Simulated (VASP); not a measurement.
TePb:

```
Te Pb
1.0
     0.00000    3.23100    3.23100
     3.23100    0.00000    3.23100
     3.23100    3.23100    0.00000
Te Pb
1 1
Direct
  0.50000 0.50000 0.50000
  0.00000 0.00000 0.00000
```

```yaml
Program: VASP 6.6.1
Task: relaxation of cell and atoms
Functional: PBE
Potentials_or_basis: VASP PAW PBE potentials, release 64 (Te, Pb_d)
Cutoff: 600 eV
k_mesh: 6 × 6 × 6
Occupations: gaussian, width 0.01 eV
Spin: no spin polarisation
```

At the start: pressure 2.1 GPa; volume 33.73 Å³/atom.

Problem. How do energy, volume and symmetry change on relaxing?

Solution. Over 3 steps the energy falls by 10.7 meV/atom and the volume is 35.42 Å³/atom (+5.0 %); space group Fm-3m (No. 225, to 0.05 Å).

Step by step:
```csv
step,energy change (eV),largest force (eV/Å),pressure (GPa),volume (Å³)
1,0.0000,0.0000,2.11,67.46
2,-0.0196,0.0000,-0.55,71.89
3,-0.0214,0.0000,0.00,70.84
```

Final structure:
```cif
data_structure
_symmetry_space_group_name_H-M 'P 1'
_symmetry_Int_Tables_number 1
_cell_length_a 4.6445
_cell_length_b 4.6445
_cell_length_c 4.6445
_cell_angle_alpha 60.000
_cell_angle_beta 60.000
_cell_angle_gamma 60.000
_cell_volume 70.84
loop_
_atom_site_label
_atom_site_type_symbol
_atom_site_fract_x
_atom_site_fract_y
_atom_site_fract_z
_atom_site_occupancy
Te1 Te 0.50000 0.50000 0.50000 1
Pb1 Pb 0.00000 0.00000 0.00000 1
```
